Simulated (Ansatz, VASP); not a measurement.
## One calculation of S, two programs

```
CELL_PARAMETERS angstrom
0.00000 1.94573 1.94573
1.94573 0.00000 1.94573
1.94573 1.94573 0.00000
ATOMIC_POSITIONS crystal
S 0.00000 0.00000 0.00000
```

Alike in both runs: functional LDA; k mesh 16 × 16 × 16; occupations fermi-dirac, width 0.08 eV; no spin polarisation.

Ansatz relaxed the structure, and its values are those at the end. VASP's run is a single point on that final structure, the one shown.

|  | VASP | Ansatz |
| --- | --- | --- |
| version | VASP 6.6.1 | Ansatz 0.2.0 |
| potentials or method | VASP PAW LDA potentials, release 64 (S) | PAW with Ansatz's default frozen-core files, scalar-relativistic |
| plane-wave cutoff (eV) | 520 | 420 |
| valence electrons in the cell | 6 | 6 |

```csv
,VASP,Ansatz,Ansatz less VASP
pressure (GPa),0.0,0.0,+0.04
```

LDA's correlation is that of Perdew and Zunger in VASP and of Perdew and Wang (1992) in Ansatz.
